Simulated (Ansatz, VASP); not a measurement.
# Si: VASP beside Ansatz

```
CELL_PARAMETERS angstrom
-1.59370 1.59370 1.29338
1.59370 -1.59370 1.29338
1.59370 1.59370 -1.29338
ATOMIC_POSITIONS crystal
Si 0.00000 0.00000 0.00000
```

Change from the starting cell: volume scaled by 0.94.

Alike in both runs: task single point; functional PBE; k mesh 13 × 13 × 13; occupations fermi-dirac, width 0.05 eV; no spin polarisation.

```csv
,VASP,Ansatz
version,VASP 6.6.1,Ansatz 0.2.0
potentials or method,"VASP PAW PBE potentials, release 64 (Si), cutoff 520 eV","all-electron LAPW, scalar-relativistic"
```

```csv
,VASP,Ansatz,Ansatz less VASP
gap on the k mesh at the Fermi level (eV),none,none,-
pressure (GPa),10.9,11.0,+0.11
"traceless stress, the component that is largest in VASP (GPa)",-1.56,-1.52,+0.044
```

A gap of «none» marks a metal or a gap that the smearing closes. Ansatz ran all-electron here, and VASP with PAW potentials.
